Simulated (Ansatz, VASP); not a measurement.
## As: VASP beside Ansatz

```xyz
4
Lattice="4.8073 0.0000 0.0000 0.0000 3.6339 0.0000 0.0000 0.0000 28.2704" Properties=species:S:1:pos:R:3 pbc="T T T"
As    0.3655    0.0000   10.6786
As    2.0381    1.8169   10.6786
As    2.7692    1.8169    8.3214
As    4.4418    0.0000    8.3214
```

Alike in both runs: task single point; functional r2SCAN; k mesh 4 × 6 × 1; no spin polarisation.

|  | VASP | Ansatz |
| --- | --- | --- |
| version | VASP 6.6.1 | Ansatz 0.2.0 |
| potentials or method | VASP PAW PBE potentials, release 64 (As) | plane waves, PAW |
| plane-wave cutoff (eV) | 520 | 500 |
| occupations | gaussian, width 0.01 eV | fixed |
| valence electrons in the cell | 20 | 60 |

VASP gave:

- gap on the k mesh at the Fermi level (eV): 1.13

Problem. What did Ansatz give for the same quantities?

Solution. gap on the k mesh at the Fermi level (eV): 1.14.

VASP's potentials were made for PBE, not for r2SCAN. VASP's potentials hold 20 valence electrons a cell and Ansatz's 60, so a difference there can come from the potentials and not from the codes.
